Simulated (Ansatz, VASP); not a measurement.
## BaO in VASP and in Ansatz

```xyz
2
Lattice="0.0000 2.8039 2.8039 2.8039 0.0000 2.8039 2.8039 2.8039 0.0000" Properties=species:S:1:pos:R:3 pbc="T T T"
Ba    0.0000    0.0000    0.0000
O     2.8039    2.8039    2.8039
```

Change from the starting cell: volume scaled by 1.06, PAW files.

Alike in both runs: task electric field gradients; functional PBE; k mesh 8 × 8 × 8; occupations fermi-dirac, width 0.02 eV; no spin polarisation.

```csv
,VASP,Ansatz
version,VASP 6.6.1,Ansatz 0.2.0
potentials or method,"VASP PAW PBE potentials, release 64 (Ba_sv, O)","PAW with Ansatz's default frozen-core files, scalar-relativistic"
plane-wave cutoff (eV),520,420
valence electrons in the cell,16,16
```

Ansatz gave:

* gap on the k mesh at the Fermi level (eV): 2.16
* pressure (GPa): -1.2

Problem. Which values does VASP return?

Solution. gap on the k mesh at the Fermi level (eV): 2.09; pressure (GPa): 0.2.

With one functional, cell and mesh, what is left measures potentials, basis and numerics.

Spin-orbit coupling is off throughout.
